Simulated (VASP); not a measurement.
Crystal: Hg.

```
Hg
1.0
     3.12174   -1.80459    0.00000
     3.12174    1.80459    0.00000
    -2.08747    0.00000    8.44407
Hg
3
Direct
  0.77753 0.77753 0.33629
  0.22247 0.22247 0.66371
  0.00000 0.00000 0.00000
```

```yaml
Program: VASP 6.6.1
Task: relaxation of cell and atoms
Functional: PBE
Dispersion: D3(BJ)
Potentials_or_basis: VASP PAW PBE potentials, release 64 (Hg)
Cutoff: 600 eV
k_mesh: 8 × 8 × 4
Occupations: fermi-dirac, width 0.02 eV
Spin: no spin polarisation
```

At the start: pressure -1.6 GPa; volume 31.71 Å³/atom.

How do energy, volume and symmetry change on relaxing?

Over 47 steps the energy falls by 39.2 meV/atom and the volume is 25.63 Å³/atom (-19.2 %); space group R-3m (No. 166, to 0.1 Å) before, C2/m (No. 12, to 0.1 Å).

Step by step:
| step | energy change (eV) | largest force (eV/Å) | pressure (GPa) | volume (Å³) |
| --- | --- | --- | --- | --- |
| 1 | 0.0000 | 0.0013 | -1.63 | 95.14 |
| 3 | -0.0922 | 0.0283 | -0.85 | 83.63 |
| 5 | -0.1072 | 0.0396 | -0.41 | 80.03 |
| 7 | -0.1097 | 0.0487 | 0.01 | 77.79 |
| 9 | -0.1153 | 0.0108 | 0.08 | 77.08 |
| 11 | -0.1161 | 0.0154 | -0.08 | 77.32 |
| 13 | -0.1163 | 0.0191 | -0.24 | 77.65 |
| 15 | -0.1163 | 0.0183 | -0.17 | 77.58 |
| 17 | -0.1168 | 0.0182 | -0.06 | 77.26 |
| 19 | -0.1169 | 0.0182 | -0.09 | 77.21 |
| 21 | -0.1169 | 0.0182 | -0.07 | 77.18 |
| 23 | -0.1171 | 0.0143 | 0.02 | 76.95 |
| 25 | -0.1172 | 0.0108 | -0.02 | 76.95 |
| 27 | -0.1172 | 0.0097 | -0.06 | 77.06 |
| 29 | -0.1172 | 0.0098 | -0.04 | 77.04 |
| 31 | -0.1173 | 0.0105 | 0.01 | 76.91 |
| 33 | -0.1174 | 0.0063 | -0.03 | 76.92 |
| 35 | -0.1174 | 0.0062 | 0.02 | 76.78 |
| 37 | -0.1175 | 0.0056 | 0.06 | 76.67 |
| 39 | -0.1176 | 0.0045 | -0.02 | 76.92 |
| 41 | -0.1176 | 0.0042 | 0.00 | 76.91 |
| 43 | -0.1176 | 0.0043 | 0.00 | 76.99 |
| 45 | -0.1177 | 0.0034 | -0.01 | 76.95 |
| 47 | -0.1177 | 0.0027 | 0.00 | 76.89 |

Final structure:
```
Hg
1.0
     2.83701   -1.67989    0.04267
     2.83701    1.67989    0.04267
    -1.77741    0.00000    8.04042
Hg
3
Cartesian
  3.7593 0.0000 2.7537
  0.1373 0.0000 5.3721
  0.0000 0.0000 0.0000
```

Caveat: the volume moved by over 15 % at a fixed basis, so the end points are rough.
